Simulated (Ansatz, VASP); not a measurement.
Zr: VASP beside Ansatz

```
Zr
1.0
     3.63571   -0.17730    0.87745
    -1.47028    5.20392   -0.83683
     0.50564    1.12947    6.14024
Zr
5
Direct
  0.98593 0.90800 0.27418
  0.18613 0.70820 0.67417
  0.78607 0.10800 0.87438
  0.38617 0.50811 0.07425
  0.58599 0.30782 0.47432
```

Alike in both runs: functional PBE; k mesh 4 × 4 × 4; occupations gaussian, width 0.1 eV; no spin polarisation.

Ansatz relaxed the structure, and its values are those at the end. VASP's run is a single point on that final structure, the one shown.

```csv
,VASP,Ansatz
version,VASP 6.6.1,Ansatz 0.2.0
potentials or method,"VASP PAW PBE potentials, release 64 (Zr_sv), cutoff 500 eV","scalar-relativistic, plane waves, PAW"
valence electrons in the cell,60,60
```

Ansatz gave:

| Property | Result |
| --- | --- |
| gap on the k mesh at the Fermi level (eV) | none |
| pressure (GPa) | 0.0 |

Question: What did VASP give for the same quantities?

Answer: gap on the k mesh at the Fermi level (eV): none; pressure (GPa): 0.1.

A gap of «none» marks a metal or a gap that the smearing closes.

The k mesh is coarse, so the values compare programs but aren't converged.
